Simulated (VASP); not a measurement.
Zn:

```
CELL_PARAMETERS angstrom
0.00000 3.06149 3.06149
3.06149 0.00000 3.06149
3.06149 3.06149 0.00000
ATOMIC_POSITIONS crystal
Zn 0.25000 0.25000 0.25000
Zn 0.75000 0.75000 0.75000
Zn 0.50000 0.50000 0.50000
```

| Property | Result |
| --- | --- |
| Program | VASP 6.6.1 |
| Task | relaxation of cell and atoms |
| Functional | PBE |
| Potentials or basis | VASP PAW PBE potentials, release 64 (Zn) |
| Cutoff | 600 eV |
| k mesh | 6 × 6 × 6 |
| Occupations | gaussian, width 0.1 eV |
| Spin | no spin polarisation |

At the start: pressure -4.5 GPa; volume 19.13 Å³/atom.

Question: Where does the relaxation end?

Answer: Over 3 steps the energy falls by 23.9 meV/atom and the volume is 17.35 Å³/atom (-9.3 %); space group Fm-3m (No. 225, to 0.05 Å).

Step by step:
```
step  energy change (eV)  largest force (eV/Å)  pressure (GPa)  volume (Å³)
   1              0.0000                0.0000           -4.49        57.39
   2             -0.0700                0.0000           -0.80        53.05
   3             -0.0716                0.0000            0.12        52.04
```

Final structure:
```cif
data_structure
_symmetry_space_group_name_H-M 'P 1'
_symmetry_Int_Tables_number 1
_cell_length_a 4.1907
_cell_length_b 4.1907
_cell_length_c 4.1907
_cell_angle_alpha 60.000
_cell_angle_beta 60.000
_cell_angle_gamma 60.000
_cell_volume 52.04
loop_
_atom_site_label
_atom_site_type_symbol
_atom_site_fract_x
_atom_site_fract_y
_atom_site_fract_z
_atom_site_occupancy
Zn1 Zn 0.25000 0.25000 0.25000 1
Zn2 Zn 0.75000 0.75000 0.75000 1
Zn3 Zn 0.50000 0.50000 0.50000 1
```
